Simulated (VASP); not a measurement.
# LiH (P6_3/mmc) in VASP: settings compared

The runs below take LiH through single point, with HSE06, PBE-based screened hybrid with 75 % exact exchange, PBE-based global hybrid with 5 % exact exchange.

All numbers are computed with VASP 6.6.1; they aren't measurements. Logs are shortened: lines on timing, memory, paths and dates and some standing lists are left out, and cuts for length are marked.

**1. The cell of the first run**

Symmetry: P6_3/mmc, No. 194, hexagonal system. The conventional cell has a = 3.255 Å, b = 3.255 Å, c = 4.069 Å, α = 90.00°, β = 90.00°, γ = 120.00°. Li (site symmetry -6m2) has 5 H at 1.88 to 2.03 Å within 2.5 Å. H (site symmetry -6m2) has 5 Li at 1.88 to 2.03 Å within 2.5 Å.

**2. Single point, HSE06**

File POSCAR:

```
LiH
1.0
    3.2548234142      0.0000000000      0.0000000000
   -1.6274117071      2.8187597615      0.0000000000
    0.0000000000      0.0000000000      4.0690682565
Li H
2 2
Direct
    0.3333333333      0.6666666667      0.2500000000
    0.6666666667      0.3333333333      0.7500000000
    0.6666666667      0.3333333333      0.2500000000
    0.3333333333      0.6666666667      0.7500000000
```

File INCAR.step1:

```
ALGO = Normal ; EDIFF = 1E-5
ENCUT = 520 ; GGA = PE
ISIF = 2 ; ISMEAR = 0
LASPH = T ; LCHARG = F
LREAL = F ; LWAVE = T
NBANDS = 12 ; NELM = 60
PREC = Accurate ; SIGMA = 0.01
```

File INCAR.step2:

```
ALGO = Normal ; EDIFF = 1E-6
ENCUT = 520 ; GGA = PE
HFSCREEN = 0.2079 ; ISIF = 2
ISMEAR = 0 ; ISTART = 1
LASPH = T ; LCHARG = F
LHFCALC = T ; LREAL = F
LWAVE = F ; NBANDS = 12
NELM = 60 ; PREC = Accurate
PRECFOCK = Normal ; SIGMA = 0.01
```

File KPOINTS:

```
k-points
0
Gamma
  6 6 4
```

Potentials or basis: VASP PAW PBE potentials, release 64 (Li_sv, H).

Run with:

```sh
> cat potpaw_PBE.64/Li_sv/POTCAR potpaw_PBE.64/H/POTCAR > POTCAR
> cp INCAR.step1 INCAR
> mpirun -np 1 vasp_std > vasp.out
> cp INCAR.step2 INCAR
> mpirun -np 1 vasp_std > vasp.out
```

OUTCAR:

```text
EDIFF = 1E-6
   ENCUT = 520
   GGA = PE
   HFSCREEN = 0.2079
   ISIF = 2
   ISMEAR = 0
   ISTART = 1
   LASPH = T
   LHFCALC = T
   LREAL = F
   NELM = 60
   PREC = Accurate
   PRECFOCK = Normal

 ion  position               nearest neighbor table
   1  0.333  0.667  0.250-
   2  0.667  0.333  0.750-
   3  0.667  0.333  0.250-
   4  0.333  0.667  0.750-

  LATTYP: Found a hexagonal cell.
 ALAT       =     3.2548234142
 C/A-ratio  =     1.2501655969

  Lattice vectors:

 A1 = (   3.2548234142,   0.0000000000,   0.0000000000)
 A2 = (  -1.6274117071,   2.8187597615,   0.0000000000)
 A3 = (   0.0000000000,   0.0000000000,   4.0690682565)

Analysis of symmetry for initial positions (statically):
=====================================================================
 Subroutine PRICEL returns:
 Original cell was already a primitive cell.

 Routine SETGRP: Setting up the symmetry group for a
 hexagonal supercell.

 Subroutine GETGRP returns: Found 24 space group operations
 (whereof 12 operations were pure point group operations)
 out of a pool of 24 trial point group operations.

The static configuration has the point symmetry D_3d.
 The point group associated with its full space group is D_6h.

Analysis of symmetry for dynamics (positions and initial velocities):
=====================================================================
 Subroutine PRICEL returns:
 Original cell was already a primitive cell.

 Routine SETGRP: Setting up the symmetry group for a
 hexagonal supercell.

 Subroutine GETGRP returns: Found 24 space group operations
 (whereof 12 operations were pure point group operations)
 out of a pool of 24 trial point group operations.

The dynamic configuration has the point symmetry D_3d.
 The point group associated with its full space group is D_6h.

 Subroutine INISYM returns: Found 24 space group operations
 (whereof 12 operations are pure point group operations),
 and found     1 'primitive' translations

----------------------------------------------------------------------------------------

                                     Primitive cell

  volume of cell :      37.3319

  direct lattice vectors                    reciprocal lattice vectors
     3.254823414  0.000000000  0.000000000     0.307236330  0.177382978  0.000000000
    -1.627411707  2.818759761  0.000000000     0.000000000  0.354765955  0.000000000
     0.000000000  0.000000000  4.069068256     0.000000000  0.000000000  0.245756507

  length of vectors
     3.254823414  3.254823414  4.069068256     0.354765955  0.354765955  0.245756507

  position of ions in fractional coordinates (direct lattice)
     0.333333333  0.666666667  0.250000000
     0.666666667  0.333333333  0.750000000
     0.666666667  0.333333333  0.250000000
     0.333333333  0.666666667  0.750000000

  ion indices of the primitive-cell ions
   primitive index   ion index
                 1           1
                 2           2
                 3           3
                 4           4

----------------------------------------------------------------------------------------

 KPOINTS: k-points

Automatic generation of k-mesh.
 Grid dimensions read from file:
 generate k-points for:    6    6    4

 Generating k-lattice:

  Cartesian coordinates                     Fractional coordinates (reciprocal lattice)
     0.051206055  0.029563830  0.000000000     0.166666667  0.000000000  0.000000000
     0.000000000  0.059127659  0.000000000     0.000000000  0.166666667  0.000000000
     0.000000000  0.000000000  0.061439127     0.000000000  0.000000000  0.250000000

  Length of vectors
     0.059127659  0.059127659  0.061439127

  Shift w.r.t. Gamma in fractional coordinates (k-lattice)
     0.000000000  0.000000000  0.000000000

 Subroutine IBZKPT returns following result:
 ===========================================

 Found     21 irreducible k-points:

 Following reciprocal coordinates:
            Coordinates               Weight
  0.000000  0.000000  0.000000      1.000000
  0.166667  0.000000  0.000000      6.000000
  0.333333  0.000000  0.000000      6.000000
  0.500000  0.000000  0.000000      3.000000
  0.166667  0.166667  0.000000      6.000000
  0.333333  0.166667  0.000000     12.000000
[... 13 lines left out ...]
  0.333333  0.166667  0.500000     12.000000
  0.333333  0.333333  0.500000      2.000000
   k-points           NKPTS =     21   k-points in BZ     NKDIM =    144   number of bands    NBANDS=     12
   number of dos      NEDOS =    301   number of ions     NIONS =      4
   total plane-waves  NPLWV =  17280
   dimension x,y,z NGX =    24 NGY =   24 NGZ =   30
   dimension x,y,z NGXF=    48 NGYF=   48 NGZF=   60
   ions per type =               2   2
   NGX,Y,Z   is equivalent  to a cutoff of  12.26, 12.26, 12.26 a.u.
   NGXF,Y,Z  is equivalent  to a cutoff of  24.52, 24.52, 24.51 a.u.
 SYSTEM =  unknown system
   PREC   = accura    normal or accurate (medium, high low for compatibility)
   ISTART =      1    job   : 0-new  1-cont  2-samecut
   ICHARG =      0    charge: 1-file 2-atom 10-const
   ISPIN  =      1    spin polarized calculation?
   LNONCOLLINEAR =      F non collinear calculations
   LSORBIT =      F    spin-orbit coupling
   LASPH  =      T    aspherical Exc in radial PAW
   ENCUT  =  520.0 eV  38.22 Ry    6.18 a.u.   6.05  6.05  7.57*2*pi/ulx,y,z
   NELM   =     60;   NELMIN=  2; NELMDL=  0     # of ELM steps
   EDIFF  = 0.1E-05   stopping-criterion for ELM
   LREAL  =      F    real-space projection
   EDIFFG = 0.1E-04   stopping-criterion for IOM
   NSW    =      0    number of steps for IOM
   IBRION =     -1    ionic relax: 0-MD 1-quasi-New 2-CG
   NFREE  =      0    steps in history (QN), initial steepest desc. (CG)
   ISIF   =      2    stress and relaxation
   ISYM   =      3    0-nonsym 1-usesym 2-fastsym
   POTIM  = 0.5000    time-step for ionic-motion
   TEBEG  =    0.0;   TEEND  =   0.0 temperature during run
   PSTRESS=    0.0 pullay stress
   NELECT =       8.0000    total number of electrons
   NUPDOWN=      -1.0000    fix difference up-down
   EMIN   =  10.00;   EMAX   =-10.00  energy-range for DOS
   EFERMI =   0.00;   METHOD = LEGACY
   ISMEAR =     0;   SIGMA  =   0.01  broadening in eV -4-tet -1-fermi 0-gaus
   EFERMI_NEDOS =   21; number of points for ismear=-14 and -15
   IALGO  =     38    algorithm
   IMIX   =      1    mixing-type and parameters
     AMIX     =   0.40;   BMIX     =  1.00
     AMIX_MAG =   1.60;   BMIX_MAG =  1.00
  volume/ion in A,a.u.               =       9.33        62.98
  Fermi-wavevector in a.u.,A,eV,Ry     =   0.979666  1.851300 13.058128  0.959745
  Thomas-Fermi vector in A             =   2.110537
   LORBIT       =      0    0 simple, 1 ext, 2 COOP (PROOUT), +10 PAW based schemes
   GGA     = PE    functional components
   LHFCALC =     T    Hartree Fock is set to
   PRECFOCK=normal    Normal, Fast or Accurate (Low or Medium for compatibility)
   ENCUT4O =  -1.0   cutoff for four orbital integrals eV
   NKREDX  =     1    reduce k-point grid by
   NKREDY  =     1    reduce k-point grid by
   NKREDZ  =     1    reduce k-point grid by
   AEXX    =    0.2500 exact exchange contribution
   HFSCREEN=    0.2079 screening length (either q_TF or 0.3 A-1)
   HFSCREENC=   0.2079 screening length for correlation (either q_TF or 0.3 A-1)
   ENCUTFOCK=  -1.0 apply spherical cutoff to Coloumb kernel
   IVDW    =     0    specifies the selected vdW correction
   LEPSILON=     F    determine dielectric tensor
   LRPA    =     F    only Hartree local field effects (RPA)
 non-spin polarized calculation
 Gauss-broadening in eV      SIGMA  =   0.01
  energy-cutoff  :      520.00
  volume of cell :       37.33
 maximum number of plane-waves:      1038
  NGX = 20; NGY = 20; NGZ = 24

 number of electron       8.0000006 magnetization

 Free energy of the ion-electron system (eV)
  ---------------------------------------------------
  ext. energy  EPLUGINS =         0.00000000
  ---------------------------------------------------
  free energy    TOTEN  =       -13.46916453 eV

  energy without entropy =      -13.46916453  energy(sigma->0) =      -13.46916453

 E-fermi :  -0.7415     XC(G=0):  -6.6283

 val. band max:       -0.8301544769   @ k =   0.0000   0.0000   0.0000
 cond. band min:       1.9055595938   @ k =   0.3333   0.3333   0.0000
 fundamental gap:      2.7357140707
 Fermi energy:        -0.7415068549

 k-point     1 :       0.0000    0.0000    0.0000
  band No.  band energies     occupation
      1     -48.4644      2.00000
      2     -48.4039      2.00000
      3      -6.6469      2.00000
      4      -0.8302      2.00000
      5       3.2203      0.00000
      6      11.2174      0.00000
      7      11.2174      0.00000
      8      11.9224      0.00000
      9      13.8925      0.00000
     10      13.8925      0.00000
     11      15.6973      0.00000
     12      18.4895      0.00000

 k-point     2 :       0.1667    0.0000    0.0000
  band No.  band energies     occupation
      1     -48.4587      2.00000
      2     -48.4052      2.00000
      3      -6.2689      2.00000
      4      -1.0212      2.00000
      5       3.7499      0.00000
      6       8.2893      0.00000
      7       9.6717      0.00000
      8      11.5699      0.00000
      9      15.0669      0.00000
     10      15.8055      0.00000
     11      15.8360      0.00000
     12      15.8457      0.00000
[... 256 lines left out ...]
 k-point    20 :       0.3333    0.1667    0.5000
  band No.  band energies     occupation
      1     -48.4242      2.00000
      2     -48.4242      2.00000
      3      -3.4613      2.00000
      4      -3.4613      2.00000
      5       4.7061      0.00000
      6       4.7061      0.00000
      7       8.3414      0.00000
      8       8.3414      0.00000
      9      14.2831      0.00000
     10      14.2831      0.00000
     11      16.8393      0.00000
     12      16.8393      0.00000

 k-point    21 :       0.3333    0.3333    0.5000
  band No.  band energies     occupation
      1     -48.4231      2.00000
      2     -48.4231      2.00000
      3      -3.1767      2.00000
      4      -3.1767      2.00000
      5       4.2499      0.00000
      6       4.2499      0.00000
      7       7.3843      0.00000
      8       7.3843      0.00000
      9      15.7191      0.00000
     10      15.7191      0.00000
     11      18.4349      0.00000
     12      18.4349      0.00000

------------------------ aborting loop because EDIFF is reached ----------------------------------------

  FORCE on cell =-STRESS in cart. coord.  units (eV):
  Direction    XX          YY          ZZ          XY          YZ          ZX
  --------------------------------------------------------------------------------------
  -------------------------------------------------------------------------------------
  Total       -0.0997040     -0.0997040     -0.1111209     -0.0000000      0.0000000     -0.0000000
  in kB       -4.2790057     -4.2790057     -4.7689829     -0.0000000      0.0000000     -0.0000000
  external PRESSURE =      -4.4423314 kB  Pullay stress =       0.0000000 kB

 VOLUME and BASIS-vectors are now :
 -----------------------------------------------------------------------------
  energy-cutoff  :      520.00
  volume of cell :       37.33
      direct lattice vectors                 reciprocal lattice vectors
     3.254823414  0.000000000  0.000000000     0.307236330  0.177382978  0.000000000
    -1.627411707  2.818759761  0.000000000     0.000000000  0.354765955  0.000000000
     0.000000000  0.000000000  4.069068256     0.000000000  0.000000000  0.245756507

 POSITION                                       TOTAL-FORCE (eV/Angst)
 -----------------------------------------------------------------------------------
     -0.00000      1.87917      1.01727         0.000000     -0.000000      0.000000
      1.62741      0.93959      3.05180        -0.000000      0.000000     -0.000000
      1.62741      0.93959      1.01727         0.000000      0.000000      0.000000
     -0.00000      1.87917      3.05180         0.000000     -0.000000      0.000000
 -----------------------------------------------------------------------------------
    total drift:                               -0.000000      0.000000      0.000000

  FREE ENERGIE OF THE ION-ELECTRON SYSTEM (eV)
  ---------------------------------------------------
  free  energy   TOTEN  =       -13.4691645324 eV

  energy  without entropy=      -13.4691645324  energy(sigma->0) =      -13.46916453
```

Wall time 5.6 min (1 thread of AMD EPYC 7R13 (Zen 3), shared host); peak memory 0.22 GiB.

Results:

```
Free energy            : -13.4692 eV
Band gap on the k mesh : 2.74 eV (least direct gap 4.05 eV)
```

Caveat: the cutoff is under 1.25 times the usual one of these potentials, so pressure, stress and relaxed cells hold a basis-set (Pulay) error; the PAW data sets were made with another functional, which shifts forces and pressure a little.

(Continued in part 2 of 2.)
